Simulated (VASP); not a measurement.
# La2Hf3C (R-3m) in VASP: single point with PBE

Aim: the single point of La2Hf3C with PBE.

Program: VASP 6.6.1. These are calculated values, not measurements. Logs are shortened: lines on timing, memory, paths and dates and some standing lists are left out, and cuts for length are marked.

## Step 1: The cell of the first run

The structure is trigonal, space group R-3m (No. 166). Conventional cell: a = 6.253 Å, b = 6.253 Å, c = 11.832 Å, α = 90.00°, β = 90.00°, γ = 120.00°. Within 3.8 Å of La (site symmetry 3m) lie 4 La at 2.84 to 3.77 Å and 9 Hf at 3.10 to 3.43 Å and 3 C at 3.65 Å. Hf (site symmetry 2/m) has 2 C at 2.67 Å and 6 La at 3.10 to 3.43 Å and 4 Hf at 3.13 Å within 3.5 Å. Within 3.5 Å of C (site symmetry -3m) lie 6 Hf at 2.67 Å.

The cell was generated, and may not be a known phase.

## Step 2: Single point, PBE

Contents of INCAR:

```
SYSTEM = La2Hf3C
PREC     = Accurate       ! precision mode
ENCUT    = 520            ! plane-wave cutoff, eV
EDIFF    = 1E-6           ! SCF threshold, eV
ISMEAR   = 0              ! smearing method
SIGMA    = 0.1            ! smearing width, eV
LREAL    = .FALSE.        ! projectors in reciprocal space
LASPH    = .TRUE.         ! aspherical terms in the spheres
NELM     = 100            ! most SCF steps
ALGO     = Fast           ! electronic algorithm
ISIF     = 2              ! what is computed and relaxed
LWAVE    = .FALSE.        ! write WAVECAR
LCHARG   = .FALSE.        ! write CHGCAR
GGA      = PE             ! functional
NBANDS   = 37             ! bands
```

Contents of KPOINTS:

```
Automatic mesh
0
G
  6 6 6
  0 0 0
```

Contents of POSCAR:

```
La2Hf3C
1.0
    3.1263898931      1.8050220478      3.9441307307
   -3.1263898931      1.8050220478      3.9441307307
    0.0000000000     -3.6100440914      3.9441307326
La Hf C
2 3 1
Direct
    0.3799711140      0.3799711140      0.3799711140
    0.6200288860      0.6200288860      0.6200288860
    0.0000000000      0.0000000000      0.5000000000
    0.5000000000      0.0000000000      0.0000000000
    0.0000000000      0.5000000000      0.0000000000
    0.0000000000      0.0000000000      0.0000000000
```

Potentials or basis: VASP PAW PBE potentials, release 64 (La, Hf_pv, C).

Command:

```bash
> cat potpaw_PBE.64/La/POTCAR potpaw_PBE.64/Hf_pv/POTCAR potpaw_PBE.64/C/POTCAR > POTCAR
> mpirun -np 1 vasp_std > vasp.out
```

OUTCAR:

```text
SYSTEM = La2Hf3C
   PREC = Accurate
   ENCUT = 520
   EDIFF = 1E-6
   ISMEAR = 0
   LREAL = .FALSE.
   LASPH = .TRUE.
   NELM = 100
   ISIF = 2
   GGA = PE

 ion  position               nearest neighbor table
   1  0.380  0.380  0.380-   2 2.84   4 3.10   5 3.10   3 3.10   3 3.43   3 3.43   4 3.43   5 3.43
                             5 3.43   4 3.43
   2  0.620  0.620  0.620-   1 2.84   4 3.10   5 3.10   3 3.10   3 3.43   3 3.43   4 3.43   5 3.43
                             4 3.43   5 3.43
   3  0.000  0.000  0.500-   6 2.67   6 2.67   1 3.10   2 3.10   5 3.13   4 3.13   5 3.13   4 3.13
                             1 3.43   2 3.43   1 3.43   2 3.43
   4  0.500  0.000  0.000-   6 2.67   6 2.67   1 3.10   2 3.10   5 3.13   5 3.13   3 3.13   3 3.13
                             1 3.43   2 3.43   2 3.43   1 3.43
   5  0.000  0.500  0.000-   6 2.67   6 2.67   1 3.10   2 3.10   4 3.13   4 3.13   3 3.13   3 3.13
                             1 3.43   2 3.43   1 3.43   2 3.43
   6  0.000  0.000  0.000-   4 2.67   5 2.67   5 2.67   4 2.67   3 2.67   3 2.67

  LATTYP: Found a trigonal (rhomboedric) cell.
 ALAT       =     5.3468294884
 COS(alpha) =     0.3162086500

  Lattice vectors:

 A1 = (   3.1263898931,   1.8050220478,   3.9441307307)
 A2 = (  -3.1263898931,   1.8050220478,   3.9441307307)
 A3 = (   0.0000000000,  -3.6100440914,   3.9441307326)

Analysis of symmetry for initial positions (statically):
=====================================================================
 Subroutine PRICEL returns:
 Original cell was already a primitive cell.

 Routine SETGRP: Setting up the symmetry group for a
 trigonal (rhombohedral) supercell.

 Subroutine GETGRP returns: Found 12 space group operations
 (whereof 12 operations were pure point group operations)
 out of a pool of 12 trial point group operations.

The static configuration has the point symmetry D_3d.

Analysis of symmetry for dynamics (positions and initial velocities):
=====================================================================
 Subroutine PRICEL returns:
 Original cell was already a primitive cell.

 Routine SETGRP: Setting up the symmetry group for a
 trigonal (rhombohedral) supercell.

 Subroutine GETGRP returns: Found 12 space group operations
 (whereof 12 operations were pure point group operations)
 out of a pool of 12 trial point group operations.

The dynamic configuration has the point symmetry D_3d.

 Subroutine INISYM returns: Found 12 space group operations
 (whereof 12 operations are pure point group operations),
 and found     1 'primitive' translations

----------------------------------------------------------------------------------------

                                     Primitive cell

  volume of cell :     133.5452

  direct lattice vectors                    reciprocal lattice vectors
     3.126389893  1.805022048  3.944130731     0.159928869  0.092334976  0.084513764
    -3.126389893  1.805022048  3.944130731    -0.159928869  0.092334976  0.084513764
     0.000000000 -3.610044091  3.944130733     0.000000000 -0.184669951  0.084513764

  length of vectors
     5.346829488  5.346829488  5.346829488     0.203090047  0.203090047  0.203090047

  position of ions in fractional coordinates (direct lattice)
     0.379971114  0.379971114  0.379971114
     0.620028886  0.620028886  0.620028886
     0.000000000  0.000000000  0.500000000
     0.500000000  0.000000000  0.000000000
     0.000000000  0.500000000  0.000000000
     0.000000000  0.000000000  0.000000000

  ion indices of the primitive-cell ions
   primitive index   ion index
                 1           1
                 2           2
                 3           3
                 4           4
                 5           5
                 6           6

----------------------------------------------------------------------------------------

 KPOINTS: Automatic mesh

Automatic generation of k-mesh.
 Grid dimensions read from file:
 generate k-points for:    6    6    6

 Generating k-lattice:

  Cartesian coordinates                     Fractional coordinates (reciprocal lattice)
     0.026654812  0.015389163  0.014085627     0.166666667  0.000000000  0.000000000
    -0.026654812  0.015389163  0.014085627     0.000000000  0.166666667  0.000000000
     0.000000000 -0.030778325  0.014085627     0.000000000  0.000000000  0.166666667

  Length of vectors
     0.033848341  0.033848341  0.033848341

  Shift w.r.t. Gamma in fractional coordinates (k-lattice)
     0.000000000  0.000000000  0.000000000

 Subroutine IBZKPT returns following result:
 ===========================================

 Found     32 irreducible k-points:

 Following reciprocal coordinates:
            Coordinates               Weight
  0.000000  0.000000  0.000000      1.000000
  0.166667 -0.000000  0.000000      6.000000
  0.333333 -0.000000  0.000000      6.000000
  0.500000  0.000000  0.000000      3.000000
  0.166667  0.166667  0.000000      6.000000
  0.333333  0.166667  0.000000     12.000000
[... 16 lines left out ...]
  0.500000  0.500000  0.166667      6.000000
 -0.333333  0.500000  0.166667     12.000000
 [... further k-points ...]
   k-points           NKPTS =     32   k-points in BZ     NKDIM =     32   number of bands    NBANDS=     37
   number of dos      NEDOS =    301   number of ions     NIONS =      6
   total plane-waves  NPLWV =  64000
   dimension x,y,z NGX =    40 NGY =   40 NGZ =   40
   dimension x,y,z NGXF=    80 NGYF=   80 NGZF=   80
   ions per type =               2   3   1
   NGX,Y,Z   is equivalent  to a cutoff of  12.44, 12.44, 12.44 a.u.
   NGXF,Y,Z  is equivalent  to a cutoff of  24.87, 24.87, 24.87 a.u.
 SYSTEM =  La2Hf3C
   PREC   = accura    normal or accurate (medium, high low for compatibility)
   ISTART =      0    job   : 0-new  1-cont  2-samecut
   ICHARG =      2    charge: 1-file 2-atom 10-const
   ISPIN  =      1    spin polarized calculation?
   LNONCOLLINEAR =      F non collinear calculations
   LSORBIT =      F    spin-orbit coupling
   LASPH  =      T    aspherical Exc in radial PAW
   ENCUT  =  520.0 eV  38.22 Ry    6.18 a.u.   9.94  9.94  9.94*2*pi/ulx,y,z
   NELM   =    100;   NELMIN=  2; NELMDL= -5     # of ELM steps
   EDIFF  = 0.1E-05   stopping-criterion for ELM
   LREAL  =      F    real-space projection
   EDIFFG = 0.1E-04   stopping-criterion for IOM
   NSW    =      0    number of steps for IOM
   IBRION =     -1    ionic relax: 0-MD 1-quasi-New 2-CG
   NFREE  =      0    steps in history (QN), initial steepest desc. (CG)
   ISIF   =      2    stress and relaxation
   ISYM   =      2    0-nonsym 1-usesym 2-fastsym
   POTIM  = 0.5000    time-step for ionic-motion
   TEBEG  =    0.0;   TEEND  =   0.0 temperature during run
   PSTRESS=    0.0 pullay stress
   NELECT =      56.0000    total number of electrons
   NUPDOWN=      -1.0000    fix difference up-down
   EMIN   =  10.00;   EMAX   =-10.00  energy-range for DOS
   EFERMI =   0.00;   METHOD = LEGACY
   ISMEAR =     0;   SIGMA  =   0.10  broadening in eV -4-tet -1-fermi 0-gaus
   EFERMI_NEDOS =   21; number of points for ismear=-14 and -15
   IALGO  =     68    algorithm
   IMIX   =      4    mixing-type and parameters
     AMIX     =   0.40;   BMIX     =  1.00
     AMIX_MAG =   1.60;   BMIX_MAG =  1.00
  volume/ion in A,a.u.               =      22.26       150.20
  Fermi-wavevector in a.u.,A,eV,Ry     =   1.225354  2.315583 20.429032  1.501492
  Thomas-Fermi vector in A             =   2.360395
   LORBIT       =      0    0 simple, 1 ext, 2 COOP (PROOUT), +10 PAW based schemes
   GGA     = PE    functional components
   LHFCALC =     F    Hartree Fock is set to
   AEXX    =    0.0000 exact exchange contribution
   IVDW    =     0    specifies the selected vdW correction
   LEPSILON=     F    determine dielectric tensor
   LRPA    =     F    only Hartree local field effects (RPA)
 non-spin polarized calculation
 RMM-DIIS sequential band-by-band and
 Gauss-broadening in eV      SIGMA  =   0.10
  energy-cutoff  :      520.00
  volume of cell :      133.55
 maximum number of plane-waves:      3650
   NGX = 19   NGY = 19   NGZ = 19

 number of electron      55.9999999 magnetization

 Free energy of the ion-electron system (eV)
  ---------------------------------------------------
  ext. energy  EPLUGINS =         0.00000000
  ---------------------------------------------------
  free energy    TOTEN  =       -45.65882179 eV

  energy without entropy =      -45.61746343  energy(sigma->0) =      -45.63814261

 E-fermi :   7.2261     XC(G=0): -10.9926

 val. band max:        7.2136994203   @ k =  -0.1667   0.1667   0.1667
 cond. band min:       7.2271527044   @ k =  -0.3333   0.3333   0.3333
 fundamental gap:      0.0134532840
 Fermi energy:         7.2260782902

 k-point     1 :       0.0000    0.0000    0.0000
  band No.  band energies     occupation
      1     -24.9457      2.00000
      2     -24.4240      2.00000
      3     -23.7806      2.00000
      4     -23.7003      2.00000
      5     -23.6861      2.00000
      6     -23.6861      2.00000
[... 29 lines left out ...]
     36       9.7786      0.00000
     37       9.8359      0.00000

 k-point     2 :       0.1667   -0.0000    0.0000
  band No.  band energies     occupation
      1     -24.9519      2.00000
      2     -24.4163      2.00000
      3     -23.7595      2.00000
      4     -23.6994      2.00000
      5     -23.6874      2.00000
      6     -23.6864      2.00000
[... 29 lines left out ...]
     36       9.6917      0.00000
     37       9.7872      0.00000

 k-point     3 :       0.3333   -0.0000    0.0000
  band No.  band energies     occupation
      1     -24.9635      2.00000
      2     -24.4016      2.00000
      3     -23.7189      2.00000
      4     -23.7051      2.00000
      5     -23.6908      2.00000
      6     -23.6871      2.00000
[... 29 lines left out ...]
     36       9.4889      0.00000
     37       9.7497      0.00000
[... 761 lines left out ...]
 k-point    23 :       0.5000    0.5000    0.1667
  band No.  band energies     occupation
      1     -24.9243      2.00000
      2     -24.4992      2.00000
      3     -23.7300      2.00000
      4     -23.6863      2.00000
      5     -23.6737      2.00000
      6     -23.6346      2.00000
[... 29 lines left out ...]
     36       9.4563      0.00000
     37       9.6475      0.00000

 k-point    24 :      -0.3333    0.5000    0.1667
  band No.  band energies     occupation
      1     -24.9272      2.00000
      2     -24.4945      2.00000
      3     -23.7071      2.00000
      4     -23.6786      2.00000
      5     -23.6767      2.00000
      6     -23.6266      2.00000
[... 29 lines left out ...]
     36       9.4411      0.00000
     37       9.7666      0.00000

 [... further k-points ...]

------------------------ aborting loop because EDIFF is reached ----------------------------------------

  FORCE on cell =-STRESS in cart. coord.  units (eV):
  Direction    XX          YY          ZZ          XY          YZ          ZX
  --------------------------------------------------------------------------------------
  -------------------------------------------------------------------------------------
  Total       -0.2734225     -0.2734225     -0.2814920      0.0000000     -0.0000000      0.0000000
  in kB       -3.2803234     -3.2803234     -3.3771346      0.0000000     -0.0000000      0.0000000
  external PRESSURE =      -3.3125938 kB  Pullay stress =       0.0000000 kB

 VOLUME and BASIS-vectors are now :
 -----------------------------------------------------------------------------
  energy-cutoff  :      520.00
  volume of cell :      133.55
      direct lattice vectors                 reciprocal lattice vectors
     3.126389893  1.805022048  3.944130731     0.159928869  0.092334976  0.084513764
    -3.126389893  1.805022048  3.944130731    -0.159928869  0.092334976  0.084513764
     0.000000000 -3.610044091  3.944130733     0.000000000 -0.184669951  0.084513764

 POSITION                                       TOTAL-FORCE (eV/Angst)
 -----------------------------------------------------------------------------------
      0.00000      0.00000      4.49597         0.000000     -0.000000     -0.002507
      0.00000      0.00000      7.33642         0.000000      0.000000      0.002507
      0.00000     -1.80502      1.97207        -0.000000     -0.000000     -0.000000
      1.56319      0.90251      1.97207         0.000000     -0.000000     -0.000000
     -1.56319      0.90251      1.97207        -0.000000     -0.000000     -0.000000
      0.00000      0.00000      0.00000         0.000000     -0.000000     -0.000000
 -----------------------------------------------------------------------------------
    total drift:                               -0.000000      0.000000      0.000000

  FREE ENERGIE OF THE ION-ELECTRON SYSTEM (eV)
  ---------------------------------------------------
  free  energy   TOTEN  =       -45.6588217858 eV

  energy  without entropy=      -45.6174634284  energy(sigma->0) =      -45.63814261
```

Wall time 15 min (1 thread of Oxide Virtual Turin-like, shared host); peak memory 0.32 GiB.

Results:

```
Free energy            : -45.6588 eV
Pressure               : -0.3 GPa
Band gap on the k mesh : zero (bands 28 and 29 overlap by 0.74 eV)
```

Forces in eV/Å, atoms in the order of the input:
```
La   0.000  0.000 -0.003
La   0.000  0.000  0.003
Hf   0.000  0.000  0.000
Hf   0.000  0.000  0.000
Hf   0.000  0.000  0.000
C    0.000  0.000  0.000
```

Levels at points of the mesh, in eV from the Fermi level:
```csv
k point,band 26,band 27,band 28,band 29,band 30,band 31
"(0.00, 0.00, 0.00)",-0.54,-0.54,0.05,0.05,0.16,1.09
"(0.50, 0.00, 0.00)",-0.79,-0.58,-0.15,0.13,0.24,0.41
"(0.50, 0.50, 0.00)",-0.76,-0.50,-0.37,-0.27,-0.03,0.40
"(0.50, 0.50, 0.50)",0.11,0.11,0.11,0.11,0.23,0.80
```

Caveat: spin-orbit coupling is left out, which moves the levels of the heavy elements.
